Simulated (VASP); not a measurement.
A run of VASP 6.6.1 is set up as follows.

The input POSCAR:

```
GaN
1.0
    2.6884897750      0.0000000000      0.0000000000
    0.0000000000      2.6884897750      0.0000000000
    0.0000000000      0.0000000000      2.6884897750
Ga N
1 1
Direct
    0.0000000000      0.0000000000      0.0000000000
    0.5000000000      0.5000000000      0.5000000000
```

INCAR.step1

```
  ALGO = Normal
  EDIFF = 1E-4
  ENCUT = 520
  GGA = PE
  ISMEAR = -1
  LASPH = T
  LCHARG = F
  LREAL = F
  LWAVE = T
  NBANDS = 16
  NELM = 60
  PREC = Accurate
  SIGMA = 0.03
```

File INCAR.step2:

```
  ALGO = Normal
  BPARAM = 11.95
  CPARAM = 0.0093
  EDIFF = 1E-6
  ENCUT = 520
  ISIF = 2
  ISMEAR = -1
  ISTART = 1
  IVDW_NL = 2
  LASPH = T
  LCHARG = F
  LMIXTAU = T
  LREAL = F
  LUSE_VDW = T
  LWAVE = F
  METAGGA = R2SCAN
  NBANDS = 16
  NELM = 60
  PREC = Accurate
  SIGMA = 0.03
```

File KPOINTS:

```
k-points
0
Gamma
  10 10 10
```

Potentials or basis: VASP PAW PBE potentials, release 64 (Ga_d, N).

Launch:

```sh
$ cat potpaw_PBE.64/Ga_d/POTCAR potpaw_PBE.64/N/POTCAR > POTCAR
$ cp INCAR.step1 INCAR
$ mpirun -np 1 vasp_std > vasp.out
$ cp INCAR.step2 INCAR
$ mpirun -np 1 vasp_std > vasp.out
```

Question: What does it give for the pressure?

Answer: 0.7 GPa.

Question: Predict the band gap on the k mesh.

Answer: Zero (band 9 reaches 8.66 eV, above the bottom of band 10 at 7.06 eV).

Caveat: the PAW data sets were made with another functional, which shifts forces and pressure a little.
